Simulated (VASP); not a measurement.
Set up this calculation in VASP 6.6.1, as the native input.

* Task: single point
* Functional: r2SCAN
* Potentials or basis: VASP PAW PBE potentials, release 64 (Ba_sv, Ti_sv, O)
* Cutoff: 520 eV
* k mesh: 6 × 6 × 6
* Occupations: gaussian, width 0.05 eV
* Spin: no spin polarisation
* Dipole correction: no
* Further INCAR settings: ALGO = Normal; EDIFF = 1e-06; NBANDS = 28

The system is BaTiO3.

```xyz
5
Lattice="2.8401 1.6397 2.3314 -2.8401 1.6397 2.3314 0.0000 -3.2794 2.3314" Properties=species:S:1:pos:R:3 pbc="T T T"
Ba    0.0000    0.0000    0.4695
Ti    0.0000    0.0000    3.6108
O     0.0000   -1.6082    4.5688
O    -1.3928    0.8041    4.5688
O     1.3928    0.8041    4.5688
```

This cell differs from its parent crystal: atom 1 (Ba) moved -0.450 Å towards its neighbour atom 2 (Ti) at 3.403 Å.

The input as run:

POSCAR

```
BaTiO3
1.0
    2.8400536833      1.6397057586      2.3314328269
   -2.8400536833      1.6397057586      2.3314328269
    0.0000000000     -3.2794115171      2.3314328269
Ba Ti O
1 1 3
Direct
    0.0671232222      0.0671232222      0.0671232222
    0.5162478494      0.5162478494      0.5162478494
    0.4897536543      0.4897536543      0.9801597377
    0.4897536543      0.9801597377      0.4897536543
    0.9801597377      0.4897536543      0.4897536543
```

INCAR.step1

```
SYSTEM = BaTiO3
  PREC = Accurate
  ENCUT = 520
  ISMEAR = 0
  SIGMA = 0.05
  LREAL = .FALSE.
  LASPH = .TRUE.
  NELM = 80
  NBANDS = 28
  GGA = PE
  ALGO = Normal
  EDIFF = 1E-4
  LWAVE = .TRUE.
  LCHARG = .FALSE.
```

INCAR.step2

```
SYSTEM = BaTiO3
  PREC = Accurate
  ENCUT = 520
  EDIFF = 1E-6
  ISMEAR = 0
  SIGMA = 0.05
  LREAL = .FALSE.
  LASPH = .TRUE.
  NELM = 80
  ALGO = Normal
  ISIF = 2
  LWAVE = .FALSE.
  LCHARG = .FALSE.
  METAGGA = R2SCAN
  LMIXTAU = .TRUE.
  NBANDS = 28
  ISTART = 1
```

KPOINTS

```
regular mesh
0
G
  6 6 6
  0 0 0
```

Potentials or basis: VASP PAW PBE potentials, release 64 (Ba_sv, Ti_sv, O).

The run is started by

```sh
$ cat potpaw_PBE.64/Ba_sv/POTCAR potpaw_PBE.64/Ti_sv/POTCAR potpaw_PBE.64/O/POTCAR > POTCAR
$ cp INCAR.step1 INCAR
$ mpirun -np 1 vasp_std > vasp.out
$ cp INCAR.step2 INCAR
$ mpirun -np 1 vasp_std > vasp.out
```

Results of the run:

The pressure is 9.9 GPa. The largest force is 4.633 eV/Å and the band gap on the k mesh is 2.82 eV, indirect (least direct gap 3.30 eV).

Caveat: the cell differs from its parent crystal (atom 1 (Ba) moved -0.450 Å towards its neighbour atom 2 (Ti) at 3.403 Å); the PAW data sets were made with another functional, which shifts forces and pressure a little; spin-orbit coupling is left out, which moves the levels of the heavy elements.

Run time: 5.3 min on 1 thread of AMD EPYC 7571, with other jobs on the host, peak memory 0.18 GiB.
